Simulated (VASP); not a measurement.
# ZrNi (Cmcm) in VASP: a series of runs

The runs below take ZrNi through single point, with LDA.

Everything below comes from runs of VASP 6.6.1. Logs are shortened: lines on timing, memory, paths and dates and some standing lists are left out, and cuts for length are marked.

## (1) The cell of the first run

Symmetry: Cmcm, No. 63, orthorhombic system. Conventional cell: a = 3.268 Å, b = 9.937 Å, c = 4.101 Å, α = 90.00°, β = 90.00°, γ = 90.00°. Within 3.5 Å of Zr (site symmetry m2m) lie 7 Ni at 2.68 to 2.77 Å and 8 Zr at 3.27 to 3.44 Å. Within 3.5 Å of Ni (site symmetry m2m) lie 4 Ni at 2.62 to 3.27 Å and 7 Zr at 2.68 to 2.77 Å.

## (2) Single point, LDA, collinear spin, zero start

INCAR reads:

```
PREC = Accurate
ENCUT = 520
EDIFF = 1E-6
ISMEAR = -1
SIGMA = 0.08
LREAL = F
LASPH = T
NELM = 150
ALGO = Normal
ISIF = 2
LWAVE = F
LCHARG = T
ISPIN = 2
MAGMOM = 0 0 0 0
LORBIT = 11
NUPDOWN = 0.0
LMAXMIX = 4
GGA = CA
LELF = T
LVHAR = T
NBANDS = 34
```

KPOINTS reads:

```
Automatic mesh
0
Gamma
  8 8 6
```

POSCAR reads:

```
ZrNi
1.0
    1.6340000000     -4.9685000000      0.0000000000
    1.6340000000      4.9685000000      0.0000000000
    0.0000000000      0.0000000000      4.1010000000
Zr Ni
2 2
Direct
    0.6391000000      0.3609000000      0.2500000000
    0.3609000000      0.6391000000      0.7500000000
    0.9183000000      0.0817000000      0.2500000000
    0.0817000000      0.9183000000      0.7500000000
```

Potentials or basis: VASP PAW LDA potentials, release 64 (Zr_sv, Ni).

Launch:

```bash
> cat potpaw_LDA.64/Zr_sv/POTCAR potpaw_LDA.64/Ni/POTCAR > POTCAR
> mpirun -np 1 vasp_std > vasp.out
```

OUTCAR:

```text
PREC = Accurate
   ENCUT = 520
   EDIFF = 1E-6
   ISMEAR = -1
   LREAL = F
   LASPH = T
   NELM = 150
   ISIF = 2
   ISPIN = 2
   LORBIT = 11
   NUPDOWN = 0.0
   GGA = CA

 ion  position               nearest neighbor table
   1  0.639  0.361  0.250-   4 2.68   4 2.68   4 2.68   4 2.68   3 2.74   3 2.74   3 2.77   2 3.43
                             2 3.43   2 3.43   2 3.43   2 3.44   2 3.44
   2  0.361  0.639  0.750-   3 2.68   3 2.68   3 2.68   3 2.68   4 2.74   4 2.74   4 2.77   1 3.43
                             1 3.43   1 3.43   1 3.43   1 3.44   1 3.44
   3  0.918  0.082  0.250-   4 2.62   4 2.62   2 2.68   2 2.68   2 2.68   2 2.68   1 2.74   1 2.74
                             1 2.77
   4  0.082  0.918  0.750-   3 2.62   3 2.62   1 2.68   1 2.68   1 2.68   1 2.68   2 2.74   2 2.74
                             2 2.77

  LATTYP: Found a base centered orthorhombic cell.
 ALAT       =     3.2680000000
 B/A-ratio  =     3.0406976744
 C/A-ratio  =     1.2548959608

  Lattice vectors:

 A1 = (   1.6340000000,  -4.9685000000,   0.0000000000)
 A2 = (   1.6340000000,   4.9685000000,   0.0000000000)
 A3 = (   0.0000000000,   0.0000000000,   4.1010000000)

Analysis of symmetry for initial positions (statically):
=====================================================================
 Subroutine PRICEL returns:
 Original cell was already a primitive cell.

 Routine SETGRP: Setting up the symmetry group for a
 base centered orthorhombic supercell.

 Subroutine GETGRP returns: Found  8 space group operations
 (whereof  4 operations were pure point group operations)
 out of a pool of  8 trial point group operations.

The static configuration has the point symmetry C_2h.
 The point group associated with its full space group is D_2h.

Analysis of symmetry for dynamics (positions and initial velocities):
=====================================================================
 Subroutine PRICEL returns:
 Original cell was already a primitive cell.

 Routine SETGRP: Setting up the symmetry group for a
 base centered orthorhombic supercell.

 Subroutine GETGRP returns: Found  8 space group operations
 (whereof  4 operations were pure point group operations)
 out of a pool of  8 trial point group operations.

The dynamic configuration has the point symmetry C_2h.
 The point group associated with its full space group is D_2h.

Analysis of structural, dynamic, and magnetic symmetry:
=====================================================================
 Subroutine PRICEL returns:
 Original cell was already a primitive cell.

 Routine SETGRP: Setting up the symmetry group for a
 base centered orthorhombic supercell.

 Subroutine GETGRP returns: Found  8 space group operations
 (whereof  4 operations were pure point group operations)
 out of a pool of  8 trial point group operations.

The overall configuration has the point symmetry C_2h.
 The point group associated with its full space group is D_2h.

 Subroutine INISYM returns: Found  8 space group operations
 (whereof  4 operations are pure point group operations),
 and found     1 'primitive' translations

----------------------------------------------------------------------------------------

                                     Primitive cell

  volume of cell :      66.5882

  direct lattice vectors                    reciprocal lattice vectors
     1.634000000 -4.968500000  0.000000000     0.305997552 -0.100633994  0.000000000
     1.634000000  4.968500000  0.000000000     0.305997552  0.100633994  0.000000000
     0.000000000  0.000000000  4.101000000     0.000000000  0.000000000  0.243842965

  length of vectors
     5.230291412  5.230291412  4.101000000     0.322120634  0.322120634  0.243842965

  position of ions in fractional coordinates (direct lattice)
     0.639100000  0.360900000  0.250000000
     0.360900000  0.639100000  0.750000000
     0.918300000  0.081700000  0.250000000
     0.081700000  0.918300000  0.750000000

  ion indices of the primitive-cell ions
   primitive index   ion index
                 1           1
                 2           2
                 3           3
                 4           4

----------------------------------------------------------------------------------------

 KPOINTS: Automatic mesh

Automatic generation of k-mesh.
 Grid dimensions read from file:
 generate k-points for:    8    8    6

 Generating k-lattice:

  Cartesian coordinates                     Fractional coordinates (reciprocal lattice)
     0.038249694 -0.012579249  0.000000000     0.125000000  0.000000000  0.000000000
     0.038249694  0.012579249  0.000000000     0.000000000  0.125000000  0.000000000
     0.000000000  0.000000000  0.040640494     0.000000000  0.000000000  0.166666667

  Length of vectors
     0.040265079  0.040265079  0.040640494

  Shift w.r.t. Gamma in fractional coordinates (k-lattice)
     0.000000000  0.000000000  0.000000000

 Subroutine IBZKPT returns following result:
 ===========================================

 Found     84 irreducible k-points:

 Following reciprocal coordinates:
            Coordinates               Weight
  0.000000  0.000000  0.000000      1.000000
  0.125000  0.000000  0.000000      4.000000
  0.250000  0.000000  0.000000      4.000000
  0.375000  0.000000  0.000000      4.000000
  0.500000  0.000000  0.000000      2.000000
  0.125000  0.125000  0.000000      2.000000
[... 16 lines left out ...]
  0.125000  0.000000  0.166667      8.000000
  0.250000  0.000000  0.166667      8.000000
 [... further k-points ...]
   k-points           NKPTS =     84   k-points in BZ     NKDIM =     84   number of bands    NBANDS=     34
   number of dos      NEDOS =    301   number of ions     NIONS =      4
   total plane-waves  NPLWV =  51200
   dimension x,y,z NGX =    40 NGY =   40 NGZ =   32
   dimension x,y,z NGXF=    80 NGYF=   80 NGZF=   64
   ions per type =               2   2
   NGX,Y,Z   is equivalent  to a cutoff of  12.71, 12.71, 12.97 a.u.
   NGXF,Y,Z  is equivalent  to a cutoff of  25.43, 25.43, 25.94 a.u.
 SYSTEM =  unknown system
   PREC   = accura    normal or accurate (medium, high low for compatibility)
   ISTART =      0    job   : 0-new  1-cont  2-samecut
   ICHARG =      2    charge: 1-file 2-atom 10-const
   ISPIN  =      2    spin polarized calculation?
   LNONCOLLINEAR =      F non collinear calculations
   LSORBIT =      F    spin-orbit coupling
   LASPH  =      T    aspherical Exc in radial PAW
   ENCUT  =  520.0 eV  38.22 Ry    6.18 a.u.   9.72  9.72  7.63*2*pi/ulx,y,z
   NELM   =    150;   NELMIN=  2; NELMDL= -5     # of ELM steps
   EDIFF  = 0.1E-05   stopping-criterion for ELM
   LREAL  =      F    real-space projection
   EDIFFG = 0.1E-04   stopping-criterion for IOM
   NSW    =      0    number of steps for IOM
   IBRION =     -1    ionic relax: 0-MD 1-quasi-New 2-CG
   NFREE  =      0    steps in history (QN), initial steepest desc. (CG)
   ISIF   =      2    stress and relaxation
   ISYM   =      2    0-nonsym 1-usesym 2-fastsym
   POTIM  = 0.5000    time-step for ionic-motion
   TEBEG  =    0.0;   TEEND  =   0.0 temperature during run
   PSTRESS=    0.0 pullay stress
   NELECT =      44.0000    total number of electrons
   NUPDOWN=       0.0000    fix difference up-down
   EMIN   =  10.00;   EMAX   =-10.00  energy-range for DOS
   EFERMI =   0.00;   METHOD = LEGACY
   ISMEAR =    -1;   SIGMA  =   0.08  broadening in eV -4-tet -1-fermi 0-gaus
   EFERMI_NEDOS =   21; number of points for ismear=-14 and -15
   IALGO  =     38    algorithm
   IMIX   =      4    mixing-type and parameters
     AMIX     =   0.40;   BMIX     =  1.00
     AMIX_MAG =   1.60;   BMIX_MAG =  1.00
  volume/ion in A,a.u.               =      16.65       112.34
  Fermi-wavevector in a.u.,A,eV,Ry     =   1.425914  2.694587 27.663786  2.033231
  Thomas-Fermi vector in A             =   2.546247
   LORBIT       =     11    0 simple, 1 ext, 2 COOP (PROOUT), +10 PAW based schemes
   GGA     = CA    functional components
   LHFCALC =     F    Hartree Fock is set to
   AEXX    =    0.0000 exact exchange contribution
   IVDW    =     0    specifies the selected vdW correction
   LEPSILON=     F    determine dielectric tensor
   LRPA    =     F    only Hartree local field effects (RPA)
 spin polarized calculation
  energy-cutoff  :      520.00
  volume of cell :       66.59
 maximum number of plane-waves:      1812
   NGX = 19   NGY = 19   NGZ = 15

 number of electron      44.0000001 magnetization       0.0000000

 number of electron      44.0000001 magnetization      -0.0000000

 Free energy of the ion-electron system (eV)
  ---------------------------------------------------
  ext. energy  EPLUGINS =         0.00000000
  ---------------------------------------------------
  free energy    TOTEN  =       -33.62719914 eV

  energy without entropy =      -33.56192720  energy(sigma->0) =      -33.59456317

 E-fermi :   9.1993     XC(G=0): -12.1605

 val. band max:        9.1787124798   @ k =   0.2500   0.0000   0.0000
 cond. band min:       9.2012767521   @ k =  -0.3750   0.2500   0.1667
 fundamental gap:      0.0225642723
 Fermi energy:         9.1992619686

 spin component 1

 k-point     1 :       0.0000    0.0000    0.0000
  band No.  band energies     occupation
      1     -39.3614      1.00000
      2     -39.2976      1.00000
      3     -17.6944      1.00000
      4     -17.6444      1.00000
      5     -17.4002      1.00000
      6     -17.3478      1.00000
[... 877 lines left out ...]
     33      17.8533      0.00000
     34      18.1089      0.00000

 [... further k-points ...]

 spin component 2

 k-point     1 :       0.0000    0.0000    0.0000
  band No.  band energies     occupation
      1     -39.3614      1.00000
      2     -39.2976      1.00000
      3     -17.6944      1.00000
      4     -17.6444      1.00000
      5     -17.4002      1.00000
      6     -17.3478      1.00000
[... 877 lines left out ...]
     33      17.8533      0.00000
     34      18.1018      0.00000

 [... further k-points ...]
[... 5 lines left out ...]
  --------------------------------------------------------------------------------------
  -------------------------------------------------------------------------------------
  Total       -2.8523770     -3.4676643     -3.8303017      0.0000000      0.0000000      0.0000000
  in kB      -68.6310108    -83.4354323    -92.1608469      0.0000000      0.0000000      0.0000000
  external PRESSURE =     -81.4090967 kB  Pullay stress =       0.0000000 kB

 VOLUME and BASIS-vectors are now :
 -----------------------------------------------------------------------------
  energy-cutoff  :      520.00
  volume of cell :       66.59
      direct lattice vectors                 reciprocal lattice vectors
     1.634000000 -4.968500000  0.000000000     0.305997552 -0.100633994  0.000000000
     1.634000000  4.968500000  0.000000000     0.305997552  0.100633994  0.000000000
     0.000000000  0.000000000  4.101000000     0.000000000  0.000000000  0.243842965

 POSITION                                       TOTAL-FORCE (eV/Angst)
 -----------------------------------------------------------------------------------
      1.63400     -1.38224      1.02525         0.000000      0.157623      0.000000
      1.63400      1.38224      3.07575         0.000000     -0.157623      0.000000
      1.63400     -4.15665      1.02525         0.000000     -0.044346     -0.000000
      1.63400      4.15665      3.07575         0.000000      0.044346      0.000000
 -----------------------------------------------------------------------------------
    total drift:                               -0.000000     -0.000000      0.000000

  FREE ENERGIE OF THE ION-ELECTRON SYSTEM (eV)
  ---------------------------------------------------
  free  energy   TOTEN  =       -33.6271991413 eV

  energy  without entropy=      -33.5619272038  energy(sigma->0) =      -33.59456317

 total charge

# of ion       s       p       d       tot
------------------------------------------
    1        2.224   5.985   1.583   9.791
    2        2.224   5.985   1.583   9.791
    3        0.601   0.465   8.336   9.402
    4        0.601   0.465   8.336   9.402
--------------------------------------------------
tot          5.650  12.899  19.838  38.386

 magnetization (x)

# of ion       s       p       d       tot
------------------------------------------
    1       -0.000  -0.000  -0.000  -0.000
    2       -0.000  -0.000  -0.000  -0.000
    3       -0.000   0.000  -0.000  -0.000
    4       -0.000   0.000  -0.000  -0.000
--------------------------------------------------
tot         -0.000  -0.000  -0.000  -0.000
```

Run time: 2.8 min. Hardware: 1 thread of Intel Xeon 6975P-C (Granite Rapids), shared host; peak memory 0.39 GiB.

Results:

```yaml
Free_energy: -33.6272 eV
Pressure: -8.1 GPa
Largest_force: 0.158 eV/Å
Net_moment: 0.00 μB per cell
Valence_electrons_inside_the_program's_atomic_spheres: Zr 9.79; Ni 9.40
```

Forces in eV/Å, atoms in the order of the input:
```
Zr   0.000  0.158  0.000
Zr   0.000 -0.158  0.000
Ni   0.000 -0.044  0.000
Ni   0.000  0.044  0.000
```

Stress tensor (GPa, compression positive):
```
-6.86  0.00  0.00
 0.00 -8.34  0.00
 0.00  0.00 -9.22
```

Caveat: the cell stands under tension; the total moment is fixed, so each spin has its own Fermi level.

## (3) Single point, LDA, collinear spin, zero start

INCAR: that of step 2 with these lines changed.

```diff
@@ -11,3 +11,3 @@
 LWAVE = F
-LCHARG = T
+LCHARG = F
 ISPIN = 2
@@ -17,5 +17,2 @@
 LMAXMIX = 4
-GGA = CA
-LELF = T
-LVHAR = T
 NBANDS = 34
```

KPOINTS is that of step 2.

POSCAR is that of step 2.

Potentials or basis: VASP PAW LDA potentials, release 64 (Zr_sv, Ni).

Launch:

```bash
> cat potpaw_LDA.64/Zr_sv/POTCAR potpaw_LDA.64/Ni/POTCAR > POTCAR
> mpirun -np 1 vasp_std > vasp.out
```

Wall time 3.2 min (1 thread of Intel Xeon 6975P-C (Granite Rapids), shared host); peak memory 0.39 GiB.

The run converged. Its results:

- Free energy: -33.6272 eV
- Pressure: -8.1 GPa
- Largest force: 0.158 eV/Å
- Net moment: 0.00 μB per cell
- Valence electrons inside the program's atomic spheres: Zr 9.79; Ni 9.40

Forces on the atoms (eV/Å):
```
Zr   0.000  0.158  0.000
Zr   0.000 -0.158  0.000
Ni   0.000 -0.044  0.000
Ni   0.000  0.044  0.000
```

Stress tensor (GPa, compression positive):
```
-6.86  0.00  0.00
 0.00 -8.34  0.00
 0.00  0.00 -9.22
```

Caveat: the cell stands under tension; the total moment is fixed, so each spin has its own Fermi level.
